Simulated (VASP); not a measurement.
# Bi (R-3m) in VASP: a series of runs

Bi is run at these levels: PBEsol; tasks: single point.

Program: VASP 6.6.1. These are calculated values, not measurements. Logs are shortened: lines on timing, memory, paths and dates and some standing lists are left out, and cuts for length are marked.

### 1 The cell of the first run

Symmetry: R-3m, No. 166, trigonal system. The conventional cell has a = 4.410 Å, b = 4.410 Å, c = 12.218 Å, α = 90.00°, β = 90.00°, γ = 120.00°. Within 4.0 Å of Bi (site symmetry 3m) lie 6 Bi at 3.03 to 3.52 Å.

### 2 Single point, PBEsol (strain -0.030 along x and y, +0.030 along z)

The input, INCAR:

```
PREC = Accurate ; ENCUT = 520
EDIFF = 1E-7 ; ISMEAR = 0
SIGMA = 0.15 ; LREAL = False
LASPH = True ; NELM = 60
ALGO = Fast ; ISIF = 2
LWAVE = False ; LCHARG = False
GGA = PS ; NBANDS = 22
```

The input, KPOINTS:

```
regular mesh
0
Gamma
  12 12 12
```

The input, POSCAR:

```
Bi
1.0
    2.2048096880      1.2729474669      4.0726200000
   -2.2048096880      1.2729474669      4.0726200000
    0.0000000000     -2.5458949338      4.0726200000
Bi
2
Direct
    0.2338900000      0.2338900000      0.2338900000
    0.7661100000      0.7661100000      0.7661100000
```

Potentials or basis: VASP PAW PBE potentials, release 64 (Bi_d).

Started as:

```console
$ cat potpaw_PBE.64/Bi_d/POTCAR > POTCAR
$ mpirun -np 1 vasp_std > vasp.out
```

OUTCAR:

```text
PREC = Accurate
   ENCUT = 520
   EDIFF = 1E-7
   ISMEAR = 0
   LREAL = False
   LASPH = True
   NELM = 60
   ISIF = 2
   GGA = PS

 ion  position               nearest neighbor table
   1  0.234  0.234  0.234-   2 3.03   2 3.03   2 3.03   2 3.52   2 3.52   2 3.52
   2  0.766  0.766  0.766-   1 3.03   1 3.03   1 3.03   1 3.52   1 3.52   1 3.52

  LATTYP: Found a trigonal (rhomboedric) cell.
 ALAT       =     4.8028964884
 COS(alpha) =     0.5785308814

  Lattice vectors:

 A1 = (   2.2048096880,   1.2729474669,   4.0726200000)
 A2 = (  -2.2048096880,   1.2729474669,   4.0726200000)
 A3 = (   0.0000000000,  -2.5458949338,   4.0726200000)

Analysis of symmetry for initial positions (statically):
=====================================================================
 Subroutine PRICEL returns:
 Original cell was already a primitive cell.

 Routine SETGRP: Setting up the symmetry group for a
 trigonal (rhombohedral) supercell.

 Subroutine GETGRP returns: Found 12 space group operations
 (whereof 12 operations were pure point group operations)
 out of a pool of 12 trial point group operations.

The static configuration has the point symmetry D_3d.

Analysis of symmetry for dynamics (positions and initial velocities):
=====================================================================
 Subroutine PRICEL returns:
 Original cell was already a primitive cell.

 Routine SETGRP: Setting up the symmetry group for a
 trigonal (rhombohedral) supercell.

 Subroutine GETGRP returns: Found 12 space group operations
 (whereof 12 operations were pure point group operations)
 out of a pool of 12 trial point group operations.

The dynamic configuration has the point symmetry D_3d.

 Subroutine INISYM returns: Found 12 space group operations
 (whereof 12 operations are pure point group operations),
 and found     1 'primitive' translations

----------------------------------------------------------------------------------------

                                     Primitive cell

  volume of cell :      68.5815

  direct lattice vectors                    reciprocal lattice vectors
     2.204809688  1.272947467  4.072620000     0.226776943  0.130929729  0.081847394
    -2.204809688  1.272947467  4.072620000    -0.226776943  0.130929729  0.081847394
     0.000000000 -2.545894934  4.072620000     0.000000000 -0.261859458  0.081847394

  length of vectors
     4.802896488  4.802896488  4.802896488     0.274352641  0.274352641  0.274352641

  position of ions in fractional coordinates (direct lattice)
     0.233890000  0.233890000  0.233890000
     0.766110000  0.766110000  0.766110000

  ion indices of the primitive-cell ions
   primitive index   ion index
                 1           1
                 2           2

----------------------------------------------------------------------------------------

 KPOINTS: regular mesh

Automatic generation of k-mesh.
 Grid dimensions read from file:
 generate k-points for:   12   12   12

 Generating k-lattice:

  Cartesian coordinates                     Fractional coordinates (reciprocal lattice)
     0.018898079  0.010910811  0.006820616     0.083333333  0.000000000  0.000000000
    -0.018898079  0.010910811  0.006820616     0.000000000  0.083333333  0.000000000
     0.000000000 -0.021821621  0.006820616     0.000000000  0.000000000  0.083333333

  Length of vectors
     0.022862720  0.022862720  0.022862720

  Shift w.r.t. Gamma in fractional coordinates (k-lattice)
     0.000000000  0.000000000  0.000000000

 Subroutine IBZKPT returns following result:
 ===========================================

 Found    189 irreducible k-points:

 Following reciprocal coordinates:
            Coordinates               Weight
  0.000000  0.000000  0.000000      1.000000
  0.083333 -0.000000 -0.000000      6.000000
  0.166667  0.000000  0.000000      6.000000
  0.250000  0.000000 -0.000000      6.000000
  0.333333  0.000000  0.000000      6.000000
  0.416667 -0.000000 -0.000000      6.000000
[... 16 lines left out ...]
  0.500000  0.166667  0.000000     12.000000
 -0.416667  0.166667  0.000000     12.000000
 [... further k-points ...]
   k-points           NKPTS =    189   k-points in BZ     NKDIM =    189   number of bands    NBANDS=     22
   number of dos      NEDOS =    301   number of ions     NIONS =      2
   total plane-waves  NPLWV =  46656
   dimension x,y,z NGX =    36 NGY =   36 NGZ =   36
   dimension x,y,z NGXF=    72 NGYF=   72 NGZF=   72
   ions per type =               2
   NGX,Y,Z   is equivalent  to a cutoff of  12.46, 12.46, 12.46 a.u.
   NGXF,Y,Z  is equivalent  to a cutoff of  24.92, 24.92, 24.92 a.u.
 SYSTEM =  unknown system
   PREC   = accura    normal or accurate (medium, high low for compatibility)
   ISTART =      0    job   : 0-new  1-cont  2-samecut
   ICHARG =      2    charge: 1-file 2-atom 10-const
   ISPIN  =      1    spin polarized calculation?
   LNONCOLLINEAR =      F non collinear calculations
   LSORBIT =      F    spin-orbit coupling
   LASPH  =      T    aspherical Exc in radial PAW
   ENCUT  =  520.0 eV  38.22 Ry    6.18 a.u.   8.93  8.93  8.93*2*pi/ulx,y,z
   NELM   =     60;   NELMIN=  2; NELMDL= -5     # of ELM steps
   EDIFF  = 0.1E-06   stopping-criterion for ELM
   LREAL  =      F    real-space projection
   EDIFFG = 0.1E-05   stopping-criterion for IOM
   NSW    =      0    number of steps for IOM
   IBRION =     -1    ionic relax: 0-MD 1-quasi-New 2-CG
   NFREE  =      0    steps in history (QN), initial steepest desc. (CG)
   ISIF   =      2    stress and relaxation
   ISYM   =      2    0-nonsym 1-usesym 2-fastsym
   POTIM  = 0.5000    time-step for ionic-motion
   TEBEG  =    0.0;   TEEND  =   0.0 temperature during run
   PSTRESS=    0.0 pullay stress
   NELECT =      30.0000    total number of electrons
   NUPDOWN=      -1.0000    fix difference up-down
   EMIN   =  10.00;   EMAX   =-10.00  energy-range for DOS
   EFERMI =   0.00;   METHOD = LEGACY
   ISMEAR =     0;   SIGMA  =   0.15  broadening in eV -4-tet -1-fermi 0-gaus
   EFERMI_NEDOS =   21; number of points for ismear=-14 and -15
   IALGO  =     68    algorithm
   IMIX   =      4    mixing-type and parameters
     AMIX     =   0.40;   BMIX     =  1.00
     AMIX_MAG =   1.60;   BMIX_MAG =  1.00
  volume/ion in A,a.u.               =      34.29       231.41
  Fermi-wavevector in a.u.,A,eV,Ry     =   1.242738  2.348435 21.012816  1.544398
  Thomas-Fermi vector in A             =   2.377080
   LORBIT       =      0    0 simple, 1 ext, 2 COOP (PROOUT), +10 PAW based schemes
   GGA     = PS    functional components
   LHFCALC =     F    Hartree Fock is set to
   AEXX    =    0.0000 exact exchange contribution
   IVDW    =     0    specifies the selected vdW correction
   LEPSILON=     F    determine dielectric tensor
   LRPA    =     F    only Hartree local field effects (RPA)
 non-spin polarized calculation
 RMM-DIIS sequential band-by-band and
 Gauss-broadening in eV      SIGMA  =   0.15
  energy-cutoff  :      520.00
  volume of cell :       68.58
 maximum number of plane-waves:      1882
   NGX = 17   NGY = 17   NGZ = 17

 number of electron      29.9999998 magnetization

 Free energy of the ion-electron system (eV)
  ---------------------------------------------------
  ext. energy  EPLUGINS =         0.00000000
  ---------------------------------------------------
  free energy    TOTEN  =        -8.58037065 eV

  energy without entropy =       -8.57716728  energy(sigma->0) =       -8.57876896

 E-fermi :   6.5652     XC(G=0):  -9.8132

 val. band max:        6.5132144725   @ k =   0.4167   0.3333   0.3333
 cond. band min:       6.6278418776   @ k =  -0.4167   0.5000   0.4167
 fundamental gap:      0.1146274051
 Fermi energy:         6.5651938987

 k-point     1 :       0.0000    0.0000    0.0000
  band No.  band energies     occupation
      1     -16.4239      2.00000
      2     -16.4239      2.00000
      3     -16.2538      2.00000
      4     -16.2538      2.00000
      5     -16.2473      2.00000
      6     -16.0484      2.00000
[... 14 lines left out ...]
     21      12.5254      0.00000
     22      12.6398      0.00000

 k-point     2 :       0.0833   -0.0000   -0.0000
  band No.  band energies     occupation
      1     -16.4186      2.00000
      2     -16.4167      2.00000
      3     -16.2518      2.00000
      4     -16.2495      2.00000
      5     -16.2435      2.00000
      6     -16.0514      2.00000
[... 14 lines left out ...]
     21      12.5909      0.00000
     22      13.2534      0.00000

 k-point     3 :       0.1667    0.0000    0.0000
  band No.  band energies     occupation
      1     -16.4035      2.00000
      2     -16.3954      2.00000
      3     -16.2471      2.00000
      4     -16.2369      2.00000
      5     -16.2315      2.00000
      6     -16.0616      2.00000
[... 14 lines left out ...]
     21      12.9071      0.00000
     22      14.5736      0.00000

 k-point     4 :       0.2500    0.0000   -0.0000
  band No.  band energies     occupation
      1     -16.3808      2.00000
      2     -16.3615      2.00000
      3     -16.2408      2.00000
      4     -16.2175      2.00000
      5     -16.2119      2.00000
      6     -16.0801      2.00000
[... 14 lines left out ...]
     21      13.5352      0.00000
     22      16.0940      0.00000

 k-point     5 :       0.3333    0.0000    0.0000
  band No.  band energies     occupation
      1     -16.3550      2.00000
      2     -16.3176      2.00000
      3     -16.2340      2.00000
      4     -16.1933      2.00000
      5     -16.1870      2.00000
      6     -16.1068      2.00000
[... 14 lines left out ...]
     21      14.4243      0.00000
     22      16.4807      0.00000

 k-point     6 :       0.4167   -0.0000   -0.0000
  band No.  band energies     occupation
      1     -16.3332      2.00000
      2     -16.2690      2.00000
      3     -16.2284      2.00000
      4     -16.1676      2.00000
      5     -16.1670      2.00000
      6     -16.1323      2.00000
[... 14 lines left out ...]
     21      15.2755      0.00000
     22      15.5091      0.00000

 k-point     7 :       0.5000    0.0000   -0.0000
  band No.  band energies     occupation
      1     -16.3243      2.00000
      2     -16.2382      2.00000
      3     -16.2236      2.00000
      4     -16.1835      2.00000
      5     -16.1447      2.00000
      6     -16.1348      2.00000
[... 324 lines left out ...]
      6     -16.0796      2.00000
[... 14 lines left out ...]
     21      14.0119      0.00000
     22      14.3471      0.00000

 k-point    21 :       0.3333    0.1667   -0.0000
  band No.  band energies     occupation
      1     -16.3940      2.00000
      2     -16.3109      2.00000
      3     -16.2420      2.00000
      4     -16.2162      2.00000
      5     -16.1844      2.00000
      6     -16.1008      2.00000
[... 14 lines left out ...]
     21      14.9219      0.00000
     22      15.4464      0.00000

 k-point    22 :       0.4167    0.1667    0.0000
  band No.  band energies     occupation
      1     -16.3702      2.00000
      2     -16.2788      2.00000
      3     -16.2232      2.00000
      4     -16.2121      2.00000
      5     -16.1596      2.00000
      6     -16.1263      2.00000
[... 14 lines left out ...]
     21      15.3478      0.00000
     22      16.0544      0.00000

 k-point    23 :       0.5000    0.1667    0.0000
  band No.  band energies     occupation
      1     -16.3509      2.00000
      2     -16.2487      2.00000
      3     -16.2142      2.00000
      4     -16.1949      2.00000
      5     -16.1544      2.00000
      6     -16.1344      2.00000
[... 14 lines left out ...]
     21      14.9879      0.00000
     22      16.1158      0.00000

 k-point    24 :      -0.4167    0.1667    0.0000
  band No.  band energies     occupation
      1     -16.3482      2.00000
      2     -16.2219      2.00000
      3     -16.2128      2.00000
      4     -16.1903      2.00000
      5     -16.1614      2.00000
      6     -16.1405      2.00000
[... 14 lines left out ...]
     21      14.7919      0.00000
     22      15.9207      0.00000

 [... further k-points ...]
[... 5 lines left out ...]
  --------------------------------------------------------------------------------------
  -------------------------------------------------------------------------------------
  Total        0.7664286      0.7664286      0.0299747     -0.0000000      0.0000000      0.0000000
  in kB       17.9050512     17.9050512      0.7002597     -0.0000000      0.0000000      0.0000000
  external PRESSURE =      12.1701207 kB  Pullay stress =       0.0000000 kB

 VOLUME and BASIS-vectors are now :
 -----------------------------------------------------------------------------
  energy-cutoff  :      520.00
  volume of cell :       68.58
      direct lattice vectors                 reciprocal lattice vectors
     2.204809688  1.272947467  4.072620000     0.226776943  0.130929729  0.081847394
    -2.204809688  1.272947467  4.072620000    -0.226776943  0.130929729  0.081847394
     0.000000000 -2.545894934  4.072620000     0.000000000 -0.261859458  0.081847394

 POSITION                                       TOTAL-FORCE (eV/Angst)
 -----------------------------------------------------------------------------------
      0.00000      0.00000      2.85764         0.000000     -0.000000      0.195923
      0.00000      0.00000      9.36022         0.000000      0.000000     -0.195923
 -----------------------------------------------------------------------------------
    total drift:                                0.000000     -0.000000      0.000000

  FREE ENERGIE OF THE ION-ELECTRON SYSTEM (eV)
  ---------------------------------------------------
  free  energy   TOTEN  =        -8.5803706494 eV

  energy  without entropy=       -8.5771672806  energy(sigma->0) =       -8.57876896
```

Run time: 5 min. Hardware: 1 thread of Intel Xeon Platinum 8259CL at 2.50GHz (Skylake/Cascade Lake), shared host; peak memory 0.36 GiB.

What came out:

```
Free energy            : -8.5804 eV
Pressure               : 1.2 GPa
Largest force          : 0.196 eV/Å
Band gap on the k mesh : zero (band 15 reaches 6.63 eV, above the bottom of band 16 at 6.29 eV)
```

Forces in eV/Å, atoms in the order of the input:
```
Bi   0.000  0.000  0.196
Bi   0.000  0.000 -0.196
```

Levels at points of the mesh, in eV from the Fermi level:
| k point | band 12 | band 13 | band 14 | band 15 | band 16 | band 17 | band 18 | band 19 |
| --- | --- | --- | --- | --- | --- | --- | --- | --- |
| (0.00, 0.00, 0.00) | -7.51 | -2.02 | -1.10 | -1.10 | 2.44 | 2.91 | 2.91 | 5.46 |
| (0.50, 0.00, 0.00) | -10.64 | -1.80 | -1.29 | -0.45 | -0.28 | 0.23 | 1.04 | 6.89 |
| (0.50, 0.50, 0.00) | -9.57 | -4.93 | -3.37 | -2.88 | 2.22 | 4.85 | 5.45 | 6.62 |
| (0.50, 0.50, 0.50) | -10.11 | -0.74 | -0.49 | -0.49 | 0.87 | 0.87 | 0.94 | 6.64 |

Caveat: the cell differs from its parent crystal (strain -0.030 along x and y, +0.030 along z); the PAW data sets were made with another functional, which shifts forces and pressure a little; spin-orbit coupling is left out, which moves the levels of the heavy elements.

### 3 Single point, PBEsol (strain +0.000 along x and y, -0.030 along z)

The input, INCAR:

```
ALGO = Fast
EDIFF = 1E-6
ENCUT = 520
GGA = PS
ISIF = 2
ISMEAR = 0
LASPH = T
LCHARG = F
LREAL = F
LWAVE = F
NBANDS = 22
NELM = 60
PREC = Accurate
SIGMA = 0.15
```

The input, KPOINTS:

```
k-points
0
Gamma
  12 12 12
```

The input, POSCAR:

```
Bi
1.0
    2.2729996784      1.3123169762      3.8353800000
   -2.2729996784      1.3123169762      3.8353800000
    0.0000000000     -2.6246339523      3.8353800000
Bi
2
Direct
    0.2338900000      0.2338900000      0.2338900000
    0.7661100000      0.7661100000      0.7661100000
```

Potentials or basis: VASP PAW PBE potentials, release 64 (Bi_d).

Started as:

```console
$ cat potpaw_PBE.64/Bi_d/POTCAR > POTCAR
$ mpirun -np 1 vasp_std > vasp.out
```

It took 4.2 min on 1 thread of Intel Xeon Platinum 8259CL at 2.50GHz (Skylake/Cascade Lake), shared host; peak memory 0.36 GiB.

The run converged. Its results:

```yaml
Free_energy: -8.5941 eV
Pressure: 0.7 GPa
Largest_force: 0.307 eV/Å
Band_gap_on_the_k_mesh: zero (band 15 reaches 6.37 eV, above the bottom of band 16 at 6.22 eV)
```

Forces in eV/Å, atoms in the order of the input:
```
Bi   0.000  0.000  0.307
Bi   0.000  0.000 -0.307
```

Stress tensor (GPa, compression positive):
```
0.42 0.00 0.00
0.00 0.42 0.00
0.00 0.00 1.17
```

Levels at points of the mesh, in eV from the Fermi level:
| k point | band 12 | band 13 | band 14 | band 15 | band 16 | band 17 | band 18 | band 19 |
| --- | --- | --- | --- | --- | --- | --- | --- | --- |
| (0.00, 0.00, 0.00) | -7.34 | -1.34 | -1.34 | -1.30 | 2.54 | 3.06 | 3.06 | 5.66 |
| (0.50, 0.00, 0.00) | -10.62 | -1.21 | -1.17 | -0.32 | -0.22 | 0.65 | 1.01 | 7.73 |
| (0.50, 0.50, 0.00) | -9.45 | -4.84 | -3.09 | -3.02 | 2.27 | 5.16 | 5.55 | 7.08 |
| (0.50, 0.50, 0.50) | -9.94 | -1.10 | -0.71 | -0.71 | 0.56 | 0.56 | 0.68 | 7.15 |

Caveat: the cell differs from its parent crystal (strain +0.000 along x and y, -0.030 along z); the PAW data sets were made with another functional, which shifts forces and pressure a little; spin-orbit coupling is left out, which moves the levels of the heavy elements.

[end of part 1 of 3]
